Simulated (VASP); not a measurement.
A run of VASP 6.6.1:

Contents of POSCAR:

```
H
1.0
    2.6234813799     -2.5669048168      0.0000000000
    2.6234813799      2.5669048168      0.0000000000
    0.0000000000      0.0000000000      4.1418180000
H
4
Direct
    0.9532956300      0.0467043700      0.0685088900
    0.4532956300      0.5467043700      0.4314911100
    0.5467043700      0.4532956300      0.5685088900
    0.0467043700      0.9532956300      0.9314911100
```

Contents of INCAR.step1:

```
SYSTEM = H
ALGO = Normal
EDIFF = 1E-4
ENCUT = 600
GGA = PE
ISMEAR = 0
LASPH = .TRUE.
LCHARG = .FALSE.
LREAL = .FALSE.
LWAVE = .TRUE.
NELM = 100
PREC = Accurate
SIGMA = 0.02
```

Contents of INCAR.step2:

```
SYSTEM = H
ALGO = Normal
EDIFF = 1E-7
EDIFFG = -0.01
ENCUT = 600
IBRION = 2
ISIF = 3
ISMEAR = 0
ISTART = 1
LASPH = .TRUE.
LCHARG = .FALSE.
LMIXTAU = .TRUE.
LREAL = .FALSE.
LWAVE = .FALSE.
METAGGA = R2SCAN
NELM = 100
NSW = 100
PREC = Accurate
SIGMA = 0.02
```

KPOINTS

```
k-points
0
G
  6 6 6
  0 0 0
```

Potentials or basis: VASP PAW PBE potentials, release 64 (H).

Launch:

```bash
$ cat potpaw_PBE.64/H/POTCAR > POTCAR
$ cp INCAR.step1 INCAR
$ mpirun -np 1 vasp_std > vasp.out
$ cp INCAR.step2 INCAR
$ mpirun -np 1 vasp_std > vasp.out
```

Hardware: 1 thread of AMD EPYC 9R45 96-Core Processor (Zen 5) (shared host).

How long does it take, and how much memory?

It took 110 s on 1 thread of AMD EPYC 9R45 96-Core Processor (Zen 5), with other jobs on the host, peak memory 0.15 GiB. Counts: k points 52, ion steps 3.
